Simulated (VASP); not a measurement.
A run of VASP 6.6.1 is set up as follows.

The input INCAR:

```
SYSTEM = SrCl2
  PREC = Accurate
  ENCUT = 520
  EDIFF = 1E-6
  ISMEAR = 0
  SIGMA = 0.02
  LREAL = .False.
  LASPH = .True.
  NELM = 100
  ALGO = Normal
  ISIF = 2
  LWAVE = .False.
  LCHARG = .False.
  GGA = PE
  NBANDS = 19
```

KPOINTS

```
Automatic mesh
0
Gamma
  6 6 6
  0 0 0
```

POSCAR

```
SrCl2
1.0
    0.0000000000      3.5192262993      3.5192262993
    3.5192262993      0.0000000000      3.5192262993
    3.5192262993      3.5192262993      0.0000000000
Sr Cl
1 2
Direct
    0.0000000000      0.0000000000      0.0000000000
    0.2500000000      0.2500000000      0.2500000000
    0.7500000000      0.7500000000      0.7500000000
```

Potentials or basis: VASP PAW PBE potentials, release 64 (Sr_sv, Cl).

Run with:

```bash
$ cat potpaw_PBE.64/Sr_sv/POTCAR potpaw_PBE.64/Cl/POTCAR > POTCAR
$ mpirun -np 1 vasp_std > vasp.out
```

(1) What does it give for the band gap on the k mesh?

(2) Predict the pressure.

Results:

(1) 5.24 eV, indirect (least direct gap 5.52 eV).

(2) 0.1 GPa.
